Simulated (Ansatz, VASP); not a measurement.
**Si4Cl: VASP beside Ansatz**

```
CELL_PARAMETERS angstrom
4.59126 0.00000 0.00000
-2.29563 3.97615 0.00000
0.00000 0.00000 4.99988
ATOMIC_POSITIONS crystal
Si 0.33333 0.66667 0.25031
Si 0.66667 0.33333 0.25031
Si 0.66667 0.33333 0.74969
Si 0.33333 0.66667 0.74969
Cl 0.00000 0.00000 0.00000
```

Alike in both runs: functional PBE; k mesh 4 × 4 × 4; occupations gaussian, width 0.2 eV; no spin polarisation.

Ansatz relaxed the structure, and its values are those at the end. VASP's run is a single point on that final structure, the one shown.

|  | VASP | Ansatz |
| --- | --- | --- |
| version | VASP 6.6.1 | Ansatz 0.2.0 |
| potentials or method | VASP PAW PBE potentials, release 64 (Si, Cl), cutoff 500 eV | scalar-relativistic, plane waves, PAW |
| valence electrons in the cell | 23 | 23 |

|  | VASP | Ansatz | Ansatz less VASP |
| --- | --- | --- | --- |
| gap on the k mesh at the Fermi level (eV) | none | none | - |
| pressure (GPa) | 0.1 | 0.2 | +0.05 |
| rms of the force components (eV/Å) | 0.012 | 0.012 | -0.0001 |

A gap of «none» marks a metal or a gap that the smearing closes.

The k mesh is coarse, so the values compare programs but aren't converged.
